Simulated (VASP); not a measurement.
Here is a VASP 6.6.1 calculation.

INCAR

```
ALGO     = Normal         # electronic algorithm
EDIFF    = 1E-6           # SCF threshold, eV
ENCUT    = 520            # plane-wave cutoff, eV
ISIF     = 2              # what is computed and relaxed
ISMEAR   = -1             # smearing method
LASPH    = T              # aspherical terms in the spheres
LCHARG   = T              # write CHGCAR
LELF     = T              # ELF
LREAL    = F              # projectors in reciprocal space
LVHAR    = T            
LWAVE    = F              # write WAVECAR
NBANDS   = 26             # bands
NELM     = 100            # most SCF steps
PREC     = Accurate       # precision mode
SIGMA    = 0.05           # smearing width, eV
```

File KPOINTS:

```
k-points
0
Gamma
  7 7 3
```

File POSCAR:

```
YI
1.0
    3.7909460686      0.0000000000      0.0000000000
   -1.8954730343      3.2830555997      0.0000000000
    0.0000000000      0.0000000000     10.6172842624
Y I
2 2
Direct
    0.6666666667      0.3333333333      0.6267270000
    0.3333333333      0.6666666667      0.3732730000
    0.3333333333      0.6666666667      0.8199750000
    0.6666666667      0.3333333333      0.1800250000
```

Potentials or basis: VASP PAW LDA potentials, release 64 (Y_sv, I).

Launch:

```sh
$ cat potpaw_LDA.64/Y_sv/POTCAR potpaw_LDA.64/I/POTCAR > POTCAR
$ mpirun -np 1 vasp_std > vasp.out
```

Estimate the pressure.

1.7 GPa.

Predict the band gap on the k mesh.

zero (band 18 reaches 4.61 eV, above the bottom of band 19 at 4.23 eV).

Forces on the atoms (eV/Å):
```
Y    0.000  0.000 -0.023
Y    0.000  0.000  0.023
I    0.000  0.000  0.451
I    0.000  0.000 -0.451
```

Caveat: spin-orbit coupling is left out, which moves the levels of the heavy elements.
